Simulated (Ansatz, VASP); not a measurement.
# Two plane-wave programs on AlN

File INCAR:

```
SYSTEM = AlN
PREC = Accurate ; ENCUT = 520
EDIFF = 1E-7 ; ISMEAR = 0
SIGMA = 0.05 ; LREAL = .False.
LASPH = .True. ; NELM = 80
ALGO = Normal ; ISIF = 2
LWAVE = .False. ; LCHARG = .True.
GGA = PE ; LELF = .True.
LVHAR = .True. ; NBANDS = 16
```

The input KPOINTS:

```
Automatic mesh
0
Gamma
  12 12 6
  0 0 0
```

POSCAR

```
AlN
1.0
    3.1110021516      0.0000000000      0.0000000000
   -1.5555010758      2.6942068945      0.0000000000
    0.0000000000      0.0000000000      4.9780000000
Al N
2 2
Direct
    0.3333333333      0.6666666667      0.0000000000
    0.6666666667      0.3333333333      0.5000000000
    0.2369013846      0.6666666667      0.3850000000
    0.6666666667      0.3333333333      0.8850000000
```

Input for Ansatz:

```yaml
crystal:
  lattice:
    - [3.1110021516, 0.0, 0.0]
    - [-1.5555010758, 2.6942068945, 0.0]
    - [0.0, 0.0, 4.978]
  atoms:
    - { symbol: Al, position: [0.3333333333, 0.6666666667, 0.0] }
    - { symbol: Al, position: [0.6666666667, 0.3333333333, 0.5] }
    - { symbol: "N", position: [0.2369013846, 0.6666666667, 0.385] }
    - { symbol: "N", position: [0.6666666667, 0.3333333333, 0.885] }
basis:
  ecutwfc: 420
kpoints:
  mp_grid: { grid: [12, 12, 6] }
hamiltonian:
  xc: pbe
scf:
  occupations: { method: gaussian, width: 0.05 }
output:
  forces: true
  stress: true
  eigenvalues: true
  write_density: true
  write_potential: true
  elf: true
  volumetric_format: npy
```

Alike in both runs: task single point; functional PBE; k mesh 12 × 12 × 6; occupations gaussian, width 0.05 eV; no spin polarisation.

```csv
,VASP,Ansatz
version,VASP 6.6.1,Ansatz 0.2.0
potentials or method,"VASP PAW PBE potentials, release 64 (Al, N), cutoff 520 eV","scalar-relativistic, plane waves, PAW"
valence electrons in the cell,16,16
```

Ansatz gave:

- gap on the k mesh at the Fermi level (eV): 3.81
- least direct gap on the mesh (eV): 3.81
- pressure (GPa): 10.5
- traceless stress, the component that is largest in VASP (GPa): 15.33
- rms of the force components (eV/Å): 2.527

Problem. Estimate VASP's values.

Solution. gap on the k mesh at the Fermi level (eV): 3.82; least direct gap on the mesh (eV): 3.82; pressure (GPa): 10.4; traceless stress, the component that is largest in VASP (GPa): 15.47; rms of the force components (eV/Å): 2.546.

Atom by atom the forces differ by 0.019 eV/Å (rms over components). The functional is the same, so the differences come from potentials, cutoffs and numerics.
